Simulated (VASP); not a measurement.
Set up this calculation in VASP 6.6.1, as the native input.

```
Task                               : single point
Functional                         : PBE0
Potentials or basis                : VASP PAW PBE potentials, release 64 (H)
Cutoff                             : 520 eV
k mesh                             : 6 × 6 × 4
Occupations                        : gaussian, width 0.02 eV
Spin                               : no spin polarisation
Dipole correction                  : no
Grid for exact exchange (PRECFOCK) : Normal
Further INCAR settings             : ALGO = Normal; EDIFF = 1e-06; NBANDS = 10
```

H:

```
CELL_PARAMETERS angstrom
2.71575 -2.56495 0.00000
2.71575 2.56495 0.00000
0.00000 0.00000 4.42481
ATOMIC_POSITIONS crystal
H 0.95205 0.04795 0.06412
H 0.45205 0.54795 0.43588
H 0.54795 0.45205 0.56412
H 0.04795 0.95205 0.93588
```

These files were run (other wordings do the same):

POSCAR

```
H
1.0
    2.7157514422     -2.5649490751      0.0000000000
    2.7157514422      2.5649490751      0.0000000000
    0.0000000000      0.0000000000      4.4248082838
H
4
Direct
    0.9520458164      0.0479541836      0.0641167107
    0.4520458164      0.5479541836      0.4358832893
    0.5479541836      0.4520458164      0.5641167107
    0.0479541836      0.9520458164      0.9358832893
```

INCAR.step1

```
SYSTEM = H
ALGO = Normal
EDIFF = 1E-5
ENCUT = 520
GGA = PE
ISIF = 2
ISMEAR = 0
LASPH = .True.
LREAL = .False.
LWAVE = .True.
NBANDS = 10
NELM = 100
PREC = Accurate
SIGMA = 0.02
```

INCAR.step2

```
SYSTEM = H
AEXX = 0.25
ALGO = Normal
EDIFF = 1E-6
ENCUT = 520
GGA = PE
ISIF = 2
ISMEAR = 0
ISTART = 1
LASPH = .True.
LCHARG = .True.
LELF = .True.
LHFCALC = .True.
LREAL = .False.
LVHAR = .True.
LWAVE = .False.
NBANDS = 10
NELM = 100
PREC = Accurate
PRECFOCK = Normal
SIGMA = 0.02
```

KPOINTS

```
k-points
0
Gamma
  6 6 4
  0 0 0
```

Potentials or basis: VASP PAW PBE potentials, release 64 (H).

Launch:

```console
$ cat potpaw_PBE.64/H/POTCAR > POTCAR
$ cp INCAR.step1 INCAR
$ mpirun -np 1 vasp_std > vasp.out
$ cp INCAR.step2 INCAR
$ mpirun -np 1 vasp_std > vasp.out
```

Results of the run:

```
Pressure               : -0.4 GPa
Largest force          : 0.207 eV/Å
Band gap on the k mesh : 11.65 eV, indirect (least direct gap 12.18 eV)
```

Caveat: the PAW data sets were made with another functional, which shifts forces and pressure a little.

It took 100 s on 1 thread of Intel(R) Xeon(R) 6975P-C (Granite Rapids), on a shared host, peak memory 0.19 GiB.
